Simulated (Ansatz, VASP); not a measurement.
Pd: VASP beside Ansatz

```
Pd
1.0
     4.44348    0.00000    0.00000
    -2.22174    3.84816    0.00000
     0.00000    0.00000    2.63657
Pd
3
Direct
  0.00000 0.00000 0.00000
  0.33333 0.66667 0.50000
  0.66667 0.33333 0.50000
```

Alike in both runs: task single point; functional LDA; k mesh 9 × 9 × 14; occupations fermi-dirac, width 0.05 eV; collinear spin.

```csv
,VASP,Ansatz
version,VASP 6.6.1,Ansatz 0.2.0
potentials or method,"VASP PAW LDA potentials, release 64 (Pd), cutoff 520 eV","plane waves (420 eV) with PAW, scalar-relativistic"
valence electrons in the cell,30,54
```

|  | VASP | Ansatz | Ansatz less VASP |
| --- | --- | --- | --- |
| pressure (GPa) | -7.3 | -7.5 | -0.16 |
| traceless stress, the component that is largest in VASP (GPa) | 0.47 | 0.45 | -0.023 |
| net moment per atom (μB) | 0.00 | 0.00 | 0.000 |

Ansatz warns that its potentials were made for another functional, while VASP's fit it. LDA's correlation is that of Perdew and Zunger in VASP and of Perdew and Wang (1992) in Ansatz. VASP's potentials hold 30 valence electrons a cell and Ansatz's 54, so a difference there can come from the potentials and not from the codes. Ansatz's warnings: seeded moment not kept.
